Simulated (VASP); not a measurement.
Wanted: the native input for a VASP 6.6.1 run.

* Task: electric field gradients
* Functional: LDA
* Potentials or basis: VASP PAW LDA potentials, release 64 (Sb)
* Cutoff: 520 eV
* k mesh: 19 × 19 × 19
* Occupations: gaussian, width 0.15 eV
* Spin: no spin polarisation
* Dipole correction: no
* Further INCAR settings: ALGO = Normal; EDIFF = 1e-08; NBANDS = 8

The structure of Sb lies in POSCAR:

```
Sb
1.0
   -1.4846596688      1.4846596688      2.4464823777
    1.4846596688     -1.4846596688      2.4464823777
    1.4846596688      1.4846596688     -2.4464823777
Sb
1
Direct
    0.0000000000      0.0000000000      0.0000000000
```

These files were run (other wordings do the same):

INCAR

```
SYSTEM = Sb
PREC = Accurate
ENCUT = 520
EDIFF = 1E-8
ISMEAR = 0
SIGMA = 0.15
LREAL = .FALSE.
LASPH = .TRUE.
NELM = 60
ALGO = Normal
ISIF = 2
LWAVE = .FALSE.
LCHARG = .FALSE.
LEFG = .TRUE.
NBANDS = 8
```

KPOINTS

```
Automatic mesh
0
G
  19 19 19
  0 0 0
```

Potentials or basis: VASP PAW LDA potentials, release 64 (Sb).

Launch:

```console
$ cat potpaw_LDA.64/Sb/POTCAR > POTCAR
$ mpirun -np 1 vasp_std > vasp.out
```

Results of the run:

- Pressure: 19.6 GPa
- Band gap on the k mesh: zero (an odd number of electrons rules out a gap without spin polarisation)
- Largest electric field gradient by atom: Sb +37.3 V/Å²

Caveat: the cell stands under pressure; without QUAD_EFG the Cq values of the log hold for a quadrupole moment of 1 mb, not for the nuclei; spin-orbit coupling is left out, which moves the levels of the heavy elements.

Run time: 98 s on 1 thread of Intel Xeon 8259CL (shared host), peak memory 0.21 GiB.
